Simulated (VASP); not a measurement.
**Si2Mo: single point with PBEsol+U**

The system is Si2Mo.

```
Mo Si
1.0
     4.56951    0.00000    0.00000
    -2.28476    3.95732    0.00000
     0.00000    0.00000    6.55592
Mo Si
3 6
Direct
  0.50000 0.50000 0.83333
  0.00000 0.50000 0.16667
  0.50000 0.00000 0.50000
  0.16406 0.32811 0.50000
  0.67189 0.83594 0.16667
  0.83594 0.16406 0.83333
  0.83594 0.67189 0.50000
  0.32811 0.16406 0.16667
  0.16406 0.83594 0.83333
```

| Property | Result |
| --- | --- |
| Program | VASP 6.6.1 |
| Task | single point |
| Functional | PBEsol |
| Potentials or basis | VASP PAW PBE potentials, release 64 (Mo_sv, Si) |
| Cutoff | 500 eV |
| k mesh | 7 × 7 × 4 |
| Occupations | fermi-dirac, width 0.05 eV |
| Spin | no spin polarisation |
| Hubbard terms | Mo d U = 3.0 eV |
| Dipole correction | no |
| Further INCAR settings | ALGO = Normal; EDIFF = 1e-06; NBANDS = 43 |

```yaml
Pressure: 3.0 GPa
Largest_force: 0.040 eV/Å
Band_gap_on_the_k_mesh: 0.48 eV (least direct gap 0.87 eV)
```

Forces on the atoms (eV/Å):
```
Mo   0.000  0.000  0.000
Mo   0.000  0.000  0.000
Mo   0.000  0.000  0.000
Si   0.000 -0.040  0.000
Si   0.035  0.020  0.000
Si   0.035 -0.020  0.000
Si   0.000  0.040  0.000
Si  -0.035 -0.020  0.000
Si  -0.035  0.020  0.000
```

Levels at points of the mesh, in eV from the valence-band top:
| k point | band 29 | band 30 | band 31 | band 32 | band 33 | band 34 | band 35 | band 36 | band 37 | band 38 |
| --- | --- | --- | --- | --- | --- | --- | --- | --- | --- | --- |
| (0.00, 0.00, 0.00) | -2.86 | -2.86 | -2.54 | -1.99 | -0.80 | 2.44 | 2.56 | 2.56 | 2.71 | 2.75 |
| (0.00, 0.00, 0.50) | -2.15 | -2.15 | -1.95 | -0.64 | -0.64 | 2.07 | 2.56 | 2.59 | 2.59 | 2.78 |

Eigenvalues of the final occupation matrices:
```tsv
site	spin	trace	eigenvalues
site 1 d	1	2.13	0.33 0.39 0.44 0.45 0.52
site 1 d	2	2.13	0.33 0.39 0.44 0.45 0.52
site 2 d	1	2.13	0.33 0.39 0.44 0.45 0.52
site 2 d	2	2.13	0.33 0.39 0.44 0.45 0.52
site 3 d	1	2.13	0.33 0.39 0.44 0.45 0.52
site 3 d	2	2.13	0.33 0.39 0.44 0.45 0.52
```

Wall time 3.3 min on 1 thread of Intel Xeon 8259CL, with other jobs on the host, peak memory 0.28 GiB.

Caveat: the PAW data sets were made with another functional, which shifts forces and pressure a little; an odd mesh through Γ misses points on the zone boundary, where band edges can lie; the U is typed as a test and isn't derived for this compound.
